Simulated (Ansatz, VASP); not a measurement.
Two plane-wave programs on HfN

The input INCAR:

```
SYSTEM = HfN
  PREC = Accurate
  ENCUT = 520
  EDIFF = 1E-6
  ISMEAR = 0
  SIGMA = 0.15
  LREAL = .FALSE.
  LASPH = .TRUE.
  NELM = 80
  ALGO = Normal
  ISIF = 2
  LWAVE = .FALSE.
  LCHARG = .FALSE.
  GGA = PE
  NBANDS = 14
```

KPOINTS

```
regular mesh
0
G
  16 16 16
  0 0 0
```

The input POSCAR:

```
HfN
1.0
    0.0000000000      2.5161925500      2.4548220000
    2.5161925500      0.0000000000      2.4548220000
    2.5161925500      2.5161925500      0.0000000000
Hf N
1 1
Direct
    0.0000000000      0.0000000000      0.0000000000
    0.7500000000      0.7500000000      0.7500000000
```

Input for Ansatz:

```yaml
crystal:
  lattice:
    - [0.0, 2.51619255, 2.454822]
    - [2.51619255, 0.0, 2.454822]
    - [2.51619255, 2.51619255, 0.0]
  atoms:
    - { symbol: Hf, position: [0.0, 0.0, 0.0] }
    - { symbol: "N", position: [0.75, 0.75, 0.75] }
basis:
  ecutwfc: 420
kpoints:
  mp_grid: { grid: [16, 16, 16] }
hamiltonian:
  xc: pbe
scf:
  occupations: { method: gaussian, width: 0.15 }
output:
  forces: true
  stress: true
  eigenvalues: true
  write_density: true
  write_potential: true
  elf: true
  volumetric_format: npy
```

Change from the starting cell: strain +0.025 along x and y, +0.000 along z, atoms carried along.

Alike in both runs: task single point; functional PBE; k mesh 16 × 16 × 16; occupations gaussian, width 0.15 eV; no spin polarisation.

```csv
,VASP,Ansatz
version,VASP 6.6.1,Ansatz 0.2.0
potentials or method,"VASP PAW PBE potentials, release 64 (Hf_pv, N), cutoff 520 eV","scalar-relativistic, plane waves, PAW"
valence electrons in the cell,15,31
```

```tsv
	VASP	Ansatz	Ansatz less VASP
gap on the k mesh at the Fermi level (eV)	none	none	-
pressure (GPa)	-9.0	-7.9	+1.09
traceless stress, the component that is largest in VASP (GPa)	2.37	2.36	-0.011
```

A gap of «none» marks a metal or a gap that the smearing closes. VASP's potentials hold 15 valence electrons a cell and Ansatz's 31, so a difference there can come from the potentials and not from the codes.

Spin-orbit coupling is off throughout.
